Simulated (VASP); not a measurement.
# AgCl (Chlorargyrite) (Fm-3m) in VASP: settings compared, part 2 of 2

VASP 6.6.1. The steps go on from the part before.

## Step 4: Density of states, PBEsol+U

Contents of POSCAR:

```
AgCl
1.0
    0.0000000000      2.7350000000      2.7350000000
    2.7350000000      0.0000000000      2.7350000000
    2.7350000000      2.7350000000      0.0000000000
Ag Cl
1 1
Direct
    0.0000000000      0.0000000000      0.0000000000
    0.5000000000      0.5000000000      0.5000000000
```

Contents of INCAR.step1:

```
SYSTEM = AgCl
ALGO     = Normal         ! electronic algorithm
EDIFF    = 1E-7           ! SCF threshold, eV
ENCUT    = 520            ! plane-wave cutoff, eV
GGA      = PS             ! functional
ISIF     = 2              ! what is computed and relaxed
ISMEAR   = -1             ! smearing method
LASPH    = .True.         ! aspherical terms in the spheres
LCHARG   = .True.         ! write CHGCAR
LDAU     = .True.         ! DFT+U
LDAUJ    = 0 0          
LDAUL    = 2 -1           ! shell
LDAUPRINT= 1            
LDAUTYPE = 2            
LDAUU    = 6 0            ! U, eV
LMAXMIX  = 4              ! l up to which the mixer works
LREAL    = .False.        ! projectors in reciprocal space
LWAVE    = .False.        ! write WAVECAR
NBANDS   = 16             ! bands
NELM     = 150            ! most SCF steps
PREC     = Accurate       ! precision mode
SIGMA    = 0.05           ! smearing width, eV
```

Contents of KPOINTS.step1:

```
k-points
0
Gamma
  8 8 8
  0 0 0
```

Contents of INCAR.step2:

```
SYSTEM = AgCl
ALGO     = Normal         ! electronic algorithm
EDIFF    = 1E-7           ! SCF threshold, eV
ENCUT    = 520            ! plane-wave cutoff, eV
GGA      = PS             ! functional
ICHARG   = 11             ! starting density
ISIF     = 2              ! what is computed and relaxed
ISMEAR   = -5             ! smearing method
LASPH    = .True.         ! aspherical terms in the spheres
LCHARG   = .False.        ! write CHGCAR
LDAU     = .True.         ! DFT+U
LDAUJ    = 0 0          
LDAUL    = 2 -1           ! shell
LDAUPRINT= 1            
LDAUTYPE = 2            
LDAUU    = 6 0            ! U, eV
LMAXMIX  = 4              ! l up to which the mixer works
LORBIT   = 11             ! projections on sites
LREAL    = .False.        ! projectors in reciprocal space
LWAVE    = .False.        ! write WAVECAR
NEDOS    = 1001           ! points of the DOS
NELM     = 150            ! most SCF steps
PREC     = Accurate       ! precision mode
SIGMA    = 0.05           ! smearing width, eV
```

Contents of KPOINTS.step2:

```
k-points
0
Gamma
  12 12 12
  0 0 0
```

Started as:

```sh
$ cat potpaw_PBE.64/Ag/POTCAR potpaw_PBE.64/Cl/POTCAR > POTCAR
$ cp INCAR.step1 INCAR
$ cp KPOINTS.step1 KPOINTS
$ mpirun -np 1 vasp_std > vasp.out
$ cp INCAR.step2 INCAR
$ cp KPOINTS.step2 KPOINTS
$ mpirun -np 1 vasp_std > vasp.out
```

Wall time 27 s (1 thread of AMD EPYC 9R14 (Zen 4), shared host); peak memory 0.15 GiB.

The run converged. Its results:

- Valence electrons inside the program's atomic spheres: Ag 9.95; Cl 5.05

Levels at points of the mesh, in eV from the valence-band top:
```
           k point  band 6  band 7  band 8  band 9  band 10  band 11  band 12  band 13
(0.00, 0.00, 0.00)   -3.72   -1.51   -1.51   -1.51     1.89    11.34    11.34    11.34
(0.50, 0.00, 0.00)   -3.40   -2.58    0.00    0.00     5.04     7.83     8.59     8.59
(0.50, 0.50, 0.00)   -3.28   -3.20   -2.31   -2.31     3.38     8.35     9.70    12.74
```

Eigenvalues of the final occupation matrices:
```csv
site,spin,trace,eigenvalues
site 1 d,1,4.82,0.96 0.96 0.96 0.98 0.98
site 1 d,2,4.82,0.96 0.96 0.96 0.98 0.98
```

Caveat: the PAW data sets were made with another functional, which shifts forces and pressure a little.

## Step 5: Vibrations by perturbation theory, PBE

Contents of INCAR:

```
SYSTEM = AgCl
PREC = Accurate
ENCUT = 520
EDIFF = 1E-8
ISMEAR = -1
SIGMA = 0.05
LREAL = .FALSE.
LASPH = .TRUE.
NELM = 100
ALGO = Normal
ISIF = 2
LWAVE = .FALSE.
LCHARG = .TRUE.
GGA = PE
IBRION = 8
NSW = 1
```

Contents of KPOINTS:

```
Automatic mesh
0
G
  8 8 8
  0 0 0
```

POSCAR is that of step 4.

Potentials or basis: VASP PAW PBE potentials, release 64 (Ag, Cl).

Started as:

```sh
$ cat potpaw_PBE.64/Ag/POTCAR potpaw_PBE.64/Cl/POTCAR > POTCAR
$ mpirun -np 1 vasp_std > vasp.out
```

OUTCAR:

```text
SYSTEM = AgCl
   PREC = Accurate
   ENCUT = 520
   EDIFF = 1E-8
   ISMEAR = -1
   LREAL = .FALSE.
   LASPH = .TRUE.
   NELM = 100
   ISIF = 2
   GGA = PE
   IBRION = 8
   NSW = 1

 ion  position               nearest neighbor table
   1  0.000  0.000  0.000-   2 2.73   2 2.73   2 2.73   2 2.73   2 2.73   2 2.73
   2  0.500  0.500  0.500-   1 2.73   1 2.73   1 2.73   1 2.73   1 2.73   1 2.73

  LATTYP: Found a face centered cubic cell.
 ALAT       =     5.4700000000

  Lattice vectors:
[... 640 lines left out ...]
               1X          1Y          1Z          2X          2Y          2Z
  1X    -1.527191    0.000000    0.000000    1.527191    0.000000    0.000000
  1Y     0.000000   -1.527191    0.000000    0.000000    1.527191    0.000000
  1Z     0.000000    0.000000   -1.527191    0.000000    0.000000    1.527191
  2X     1.526812    0.000000    0.000000   -1.526812    0.000000    0.000000
  2Y     0.000000    1.526812    0.000000    0.000000   -1.526812    0.000000
  2Z     0.000000    0.000000    1.526812    0.000000    0.000000   -1.526812

 Eigenvectors and eigenvalues of the dynamical matrix
 ----------------------------------------------------

   1 f  =    3.739719 THz    23.497346 2PiTHz  124.743590 cm-1    15.466227 meV
             X         Y         Z           dx          dy          dz
      0.000000  0.000000  0.000000    -0.497407    0.000000    0.000000
      2.735000  2.735000  2.735000     0.867517    0.000000    0.000000
[... 21 lines left out ...]
   6 f/i=    0.000200 THz     0.001257 2PiTHz    0.006673 cm-1     0.000827 meV
             X         Y         Z           dx          dy          dz
      0.000000  0.000000  0.000000     0.000000    0.361668   -0.788532
      2.735000  2.735000  2.735000     0.000000    0.207369   -0.452119

--------------------------------------------------------------------------------------------------------

 ELASTIC MODULI CONTR FROM IONIC RELAXATION (kBar)
 Direction    XX          YY          ZZ          XY          YZ          ZX
 --------------------------------------------------------------------------------
 XX           0.0000      0.0000      0.0000      0.0000      0.0000      0.0000
 YY           0.0000      0.0000      0.0000      0.0000      0.0000      0.0000
 ZZ           0.0000      0.0000      0.0000      0.0000      0.0000      0.0000
 XY           0.0000      0.0000      0.0000      0.0000      0.0000      0.0000
 YZ           0.0000      0.0000      0.0000      0.0000      0.0000      0.0000
 ZX           0.0000      0.0000      0.0000      0.0000      0.0000      0.0000
 --------------------------------------------------------------------------------
```

OSZICAR:

```text
N       E                     dE             d eps       ncg     rms          rms(c)
DAV:   1     0.105372140198E+03    0.10537E+03   -0.88333E+03   778   0.126E+03
DAV:   2    -0.111156480637E+01   -0.10648E+03   -0.10035E+03   909   0.257E+02
DAV:   3    -0.550497511341E+01   -0.43934E+01   -0.43819E+01   874   0.567E+01
DAV:   4    -0.554175324248E+01   -0.36778E-01   -0.36775E-01   854   0.580E+00
[... 44 lines left out ...]
RMM:  10    -0.190115460114E+00   -0.27159E-07   -0.89765E-08  2540   0.474E-05    0.208E-05
RMM:  11    -0.190115611572E+00   -0.15146E-06   -0.15232E-07  2314   0.135E-05    0.323E-06
RMM:  12    -0.190115648340E+00   -0.36768E-07    0.28355E-08  2314   0.630E-06    0.284E-06
RMM:  13    -0.190115615317E+00    0.33024E-07    0.30604E-08  1917   0.320E-06    0.252E-07
RMM:  14    -0.190115614618E+00    0.69889E-09   -0.12912E-08   796   0.996E-07    0.411E-07
 Linear response finished
```

It took 3.6 min on 1 thread of AMD EPYC 7R43 (Zen 3), shared host; peak memory 0.2 GiB.

Results:

* Highest phonon frequency at Γ, LO-TO splitting left out: 125 cm⁻¹

Phonon frequencies in cm⁻¹ (negative: imaginary):
```csv
q point,frequencies
"(0.000, 0.000, 0.000)",0 0 0 125 125 125
```

Caveat: the cell wasn't relaxed at this level first, which shifts response properties.

## Step 6: Density of states, PBEsol+U

POSCAR is that of step 5.

Contents of INCAR.step1:

```
PREC     = Accurate       # precision mode
ENCUT    = 520            # plane-wave cutoff, eV
EDIFF    = 1E-6           # SCF threshold, eV
ISMEAR   = -1             # smearing method
SIGMA    = 0.05           # smearing width, eV
LREAL    = F              # projectors in reciprocal space
LASPH    = T              # aspherical terms in the spheres
NELM     = 150            # most SCF steps
ALGO     = Normal         # electronic algorithm
ISIF     = 2              # what is computed and relaxed
LWAVE    = F              # write WAVECAR
LCHARG   = T              # write CHGCAR
LMAXMIX  = 4              # l up to which the mixer works
LDAU     = T              # DFT+U
LDAUTYPE = 2            
LDAUL    = 2 -1           # shell
LDAUU    = 1 0            # U, eV
LDAUJ    = 0 0          
LDAUPRINT= 1            
GGA      = PS             # functional
NBANDS   = 16             # bands
```

Contents of KPOINTS.step1:

```
regular mesh
0
Gamma
  8 8 8
```

Contents of INCAR.step2:

```
PREC     = Accurate       # precision mode
ENCUT    = 520            # plane-wave cutoff, eV
EDIFF    = 1E-6           # SCF threshold, eV
ISMEAR   = -5             # smearing method
SIGMA    = 0.05           # smearing width, eV
LREAL    = F              # projectors in reciprocal space
LASPH    = T              # aspherical terms in the spheres
NELM     = 150            # most SCF steps
ALGO     = Normal         # electronic algorithm
ISIF     = 2              # what is computed and relaxed
LWAVE    = F              # write WAVECAR
LCHARG   = F              # write CHGCAR
LMAXMIX  = 4              # l up to which the mixer works
LDAU     = T              # DFT+U
LDAUTYPE = 2            
LDAUL    = 2 -1           # shell
LDAUU    = 1 0            # U, eV
LDAUJ    = 0 0          
LDAUPRINT= 1            
GGA      = PS             # functional
LORBIT   = 11             # projections on sites
NEDOS    = 2001           # points of the DOS
ICHARG   = 11             # starting density
```

Contents of KPOINTS.step2:

```
regular mesh
0
Gamma
  12 12 12
```

Potentials or basis: VASP PAW PBE potentials, release 64 (Ag, Cl).

Started as:

```sh
$ cat potpaw_PBE.64/Ag/POTCAR potpaw_PBE.64/Cl/POTCAR > POTCAR
$ cp INCAR.step1 INCAR
$ cp KPOINTS.step1 KPOINTS
$ mpirun -np 1 vasp_std > vasp.out
$ cp INCAR.step2 INCAR
$ cp KPOINTS.step2 KPOINTS
$ mpirun -np 1 vasp_std > vasp.out
```

OUTCAR:

```text
PREC = Accurate
   ENCUT = 520
   EDIFF = 1E-6
   ISMEAR = -5
   LREAL = F
   LASPH = T
   NELM = 150
   ISIF = 2
   GGA = PS
   LORBIT = 11
   ICHARG = 11

 ion  position               nearest neighbor table
   1  0.000  0.000  0.000-   2 2.73   2 2.73   2 2.73   2 2.73   2 2.73   2 2.73
   2  0.500  0.500  0.500-   1 2.73   1 2.73   1 2.73   1 2.73   1 2.73   1 2.73

  LATTYP: Found a face centered cubic cell.
 ALAT       =     5.4700000000

  Lattice vectors:

 A1 = (   0.0000000000,   2.7350000000,   2.7350000000)
 A2 = (   2.7350000000,   0.0000000000,   2.7350000000)
 A3 = (   2.7350000000,   2.7350000000,   0.0000000000)

Analysis of symmetry for initial positions (statically):
=====================================================================
 Subroutine PRICEL returns:
 Original cell was already a primitive cell.

 Routine SETGRP: Setting up the symmetry group for a
 face centered cubic supercell.

 Subroutine GETGRP returns: Found 48 space group operations
 (whereof 48 operations were pure point group operations)
 out of a pool of 48 trial point group operations.

The static configuration has the point symmetry O_h .

Analysis of symmetry for dynamics (positions and initial velocities):
=====================================================================
 Subroutine PRICEL returns:
 Original cell was already a primitive cell.

 Routine SETGRP: Setting up the symmetry group for a
 face centered cubic supercell.

 Subroutine GETGRP returns: Found 48 space group operations
 (whereof 48 operations were pure point group operations)
 out of a pool of 48 trial point group operations.

The dynamic configuration has the point symmetry O_h .

 Subroutine INISYM returns: Found 48 space group operations
 (whereof 48 operations are pure point group operations),
 and found     1 'primitive' translations

[... 168 lines left out ...]
  o =  0.9538  v =  0.0000  0.0000  0.0000  0.0000  0.0000  0.0000  0.0000  1.0000  0.0000  0.0000      0.0000  0.0000  0.0000  0.0000  0.0000  0.0000  0.0000  0.0000  0.0000  0.0000
  o =  0.9538  v =  0.0000  0.0000  1.0000  0.0000  0.0000  0.0000  0.0000  0.0000  0.0000  0.0000      0.0000  0.0000  0.0000  0.0000  0.0000  0.0000  0.0000  0.0000  0.0000  0.0000

 number of electron      18.0000002 magnetization

 Free energy of the ion-electron system (eV)
  ---------------------------------------------------
  ext. energy  EPLUGINS =         0.00000000
  ---------------------------------------------------
  free energy    TOTEN  =        -5.78324562 eV

  energy without entropy =       -5.78324562  energy(sigma->0) =       -5.78324562

 E-fermi :   4.0635     XC(G=0): -10.4197

 val. band max:        4.0602297114   @ k =   0.5000   0.0000   0.0000
 cond. band min:       4.9952037855   @ k =   0.0000   0.0000   0.0000
 fundamental gap:      0.9349740741
 Fermi energy:         4.0634551736

 k-point     1 :       0.0000    0.0000    0.0000
  band No.  band energies     occupation
      1     -11.1882      2.00000
      2       1.2846      2.00000
      3       1.2846      2.00000
      4       1.2846      2.00000
      5       1.3057      2.00000
      6       1.3057      2.00000
      7       1.7347      2.00000
      8       1.7347      2.00000
      9       1.7347      2.00000
     10       4.9952      0.00000
     11      14.9159      0.00000
     12      14.9159      0.00000
     13      14.9159      0.00000
[... 354 lines left out ...]
  band No.  band energies     occupation
      1     -10.6655      2.00000
      2      -1.1959      2.00000
      3      -0.3316      2.00000
      4      -0.3042      2.00000
      5       1.6458      2.00000
      6       1.6791      2.00000
      7       2.0236      2.00000
      8       3.1990      2.00000
      9       3.8428      2.00000
     10       9.1255      0.00000
     11       9.7105      0.00000
     12      12.1954      0.00000
     13      12.3026      0.00000

 [... further k-points ...]
[... 5 lines left out ...]
  --------------------------------------------------------------------------------------
  -------------------------------------------------------------------------------------
  Total       -0.2154524     -0.2154524     -0.2154524      0.0000000      0.0000000      0.0000000
  in kB       -8.4364556     -8.4364556     -8.4364556      0.0000000      0.0000000      0.0000000
  external PRESSURE =      -8.4364556 kB  Pullay stress =       0.0000000 kB

 VOLUME and BASIS-vectors are now :
 -----------------------------------------------------------------------------
  energy-cutoff  :      520.00
  volume of cell :       40.92
      direct lattice vectors                 reciprocal lattice vectors
     0.000000000  2.735000000  2.735000000    -0.182815356  0.182815356  0.182815356
     2.735000000  0.000000000  2.735000000     0.182815356 -0.182815356  0.182815356
     2.735000000  2.735000000  0.000000000     0.182815356  0.182815356 -0.182815356

 POSITION                                       TOTAL-FORCE (eV/Angst)
 -----------------------------------------------------------------------------------
      0.00000      0.00000      0.00000         0.000000      0.000000      0.000000
      2.73500      2.73500      2.73500         0.000000      0.000000      0.000000
 -----------------------------------------------------------------------------------
    total drift:                               -0.000000      0.000000      0.000000

  FREE ENERGIE OF THE ION-ELECTRON SYSTEM (eV)
  ---------------------------------------------------
  free  energy   TOTEN  =        -5.7832456221 eV

  energy  without entropy=       -5.7832456221  energy(sigma->0) =       -5.78324562

 total charge

# of ion       s       p       d       tot
------------------------------------------
    1        0.210   0.156   9.399   9.765
    2        1.593   3.444   0.000   5.037
--------------------------------------------------
tot          1.803   3.599   9.399  14.801
```

OUTCAR.step1:

```text
PREC = Accurate
   ENCUT = 520
   EDIFF = 1E-6
   ISMEAR = -1
   LREAL = F
[... 715 lines left out ...]
      0.00000      0.00000      0.00000         0.000000      0.000000      0.000000
      2.73500      2.73500      2.73500         0.000000      0.000000     -0.000000
 -----------------------------------------------------------------------------------
    total drift:                               -0.000000      0.000000      0.000000

  FREE ENERGIE OF THE ION-ELECTRON SYSTEM (eV)
  ---------------------------------------------------
  free  energy   TOTEN  =        -5.7832332254 eV

  energy  without entropy=       -5.7832315764  energy(sigma->0) =       -5.78323240
```

OSZICAR.step1:

```text
N       E                     dE             d eps       ncg     rms          rms(c)
DAV:   1     0.103105668608E+03    0.10311E+03   -0.87821E+03   944   0.103E+03
DAV:   2    -0.208941342883E+01   -0.10520E+03   -0.96655E+02  1160   0.226E+02
DAV:   3    -0.589141517008E+01   -0.38020E+01   -0.37933E+01  1192   0.455E+01
DAV:   4    -0.591714104066E+01   -0.25726E-01   -0.25724E-01  1128   0.402E+00
DAV:   5    -0.591747866153E+01   -0.33762E-03   -0.33762E-03  1192   0.449E-01    0.728E+00
DAV:   6    -0.578581030728E+01    0.13167E+00   -0.22109E-01  1224   0.663E+00    0.473E+00
DAV:   7    -0.578399260245E+01    0.18177E-02   -0.65588E-02  1064   0.173E+00    0.195E+00
DAV:   8    -0.578320729424E+01    0.78531E-03   -0.42631E-03  1104   0.720E-01    0.268E-01
DAV:   9    -0.578320491080E+01    0.23834E-05   -0.50365E-04  1176   0.284E-01    0.395E-02
DAV:  10    -0.578322717082E+01   -0.22260E-04   -0.32966E-05  1160   0.594E-02    0.162E-02
DAV:  11    -0.578323322669E+01   -0.60559E-05   -0.56387E-06  1136   0.195E-02    0.373E-03
DAV:  12    -0.578323322536E+01    0.13295E-08   -0.24168E-07   680   0.373E-03
   1 F= -.57832332E+01 E0= -.57832324E+01  d E =-.164901E-05
```

Run time: 24 s. Hardware: 1 thread of Intel Xeon Platinum 8488C (Sapphire Rapids), shared host; peak memory 0.18 GiB.

What came out:

| Quantity | Value |
| --- | --- |
| Valence electrons inside the program's atomic spheres | Ag 9.77; Cl 5.04 |

Eigenvalues of the final occupation matrices:
```tsv
site	spin	trace	eigenvalues
site 1 d	1	4.72	0.94 0.94 0.94 0.95 0.95
site 1 d	2	4.72	0.94 0.94 0.94 0.95 0.95
```

Caveat: the PAW data sets were made with another functional, which shifts forces and pressure a little.
